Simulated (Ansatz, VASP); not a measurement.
## Ga: VASP beside Ansatz

The input INCAR:

```
PREC     = Accurate       # precision mode
ENCUT    = 600            # plane-wave cutoff, eV
EDIFF    = 1E-6           # SCF threshold, eV
ISMEAR   = -1             # smearing method
SIGMA    = 0.05           # smearing width, eV
LREAL    = F              # projectors in reciprocal space
LASPH    = T              # aspherical terms in the spheres
NELM     = 100            # most SCF steps
ALGO     = Normal         # electronic algorithm
ISIF     = 3              # what is computed and relaxed
LWAVE    = F              # write WAVECAR
LCHARG   = F              # write CHGCAR
GGA      = B5             # functional
ALDAX    = 1.0          
AGGAX    = 1.0          
AGGAC    = 1.0          
ALDAC    = 0.0          
IVDW     = 12             # dispersion correction
VDW_S6   = 1.0          
VDW_S8   = 2.6996       
VDW_A1   = 0.4298       
VDW_A2   = 4.2359       
IBRION   = 2              # ionic algorithm
NSW      = 60             # ionic steps
EDIFFG   = -0.01          # ionic threshold
```

Contents of KPOINTS:

```
Automatic mesh
0
Gamma
  13 13 13
```

File POSCAR:

```
Ga
1.0
   -1.3843987196      1.3843987196      2.3112238365
    1.3843987196     -1.3843987196      2.3112238365
    1.3843987196      1.3843987196     -2.3112238365
Ga
1
Direct
    0.0000000000      0.0000000000      0.0000000000
```

input.yaml

```yaml
crystal:
  lattice:
    - [-1.3843987196, 1.3843987196, 2.3112238365]
    - [1.3843987196, -1.3843987196, 2.3112238365]
    - [1.3843987196, 1.3843987196, -2.3112238365]
  atoms:
    - { symbol: Ga, position: [0.0, 0.0, 0.0] }
hamiltonian:
  xc: blyp
  pseudopotentials: { kind: paw }
  dispersion: d3bj
kpoints:
  mp_grid: { grid: [13, 13, 13] }
scf:
  occupations: { method: fermi_dirac, width: 0.05 }
output:
  forces: true
  stress: true
  eigenvalues: true
  write_density: true
  write_potential: true
  elf: true
  volumetric_format: npy
relax:
  f_tol: 0.01
  max_steps: 40
  cell: { stress_tol: 0.05 }
```

Alike in both runs: task relaxation of cell and atoms; functional BLYP; dispersion D3(BJ); k mesh 13 × 13 × 13; occupations fermi-dirac, width 0.05 eV; no spin polarisation.

|  | VASP | Ansatz |
| --- | --- | --- |
| version | VASP 6.6.1 | Ansatz 0.2.0 |
| potentials or method | VASP PAW PBE potentials, release 64 (Ga_d) | Ansatz PAW |
| plane-wave cutoff (eV) | 600 | 420 |
| valence electrons in the cell | 13 | 13 |

Ansatz gave:

| Item | Value |
| --- | --- |
| gap on the k mesh at the Fermi level, each at its own relaxed structure (eV) | none |
| relaxed volume (Å³/atom) | 18.67 |
| relaxed cell length with the largest relative difference (Å) | 3.038 |

Q: Estimate VASP's values.

A: gap on the k mesh at the Fermi level, each at its own relaxed structure (eV): none; relaxed volume (Å³/atom): 18.55; relaxed cell length with the largest relative difference (Å): 3.076.

VASP's potentials were made for PBE, not for BLYP. A gap of «none» marks a metal or a gap that the smearing closes.

Noted on Ansatz's run: the plane-wave basis is chosen anew once the cell has moved, so the energies of steps on either side of that aren't comparable.
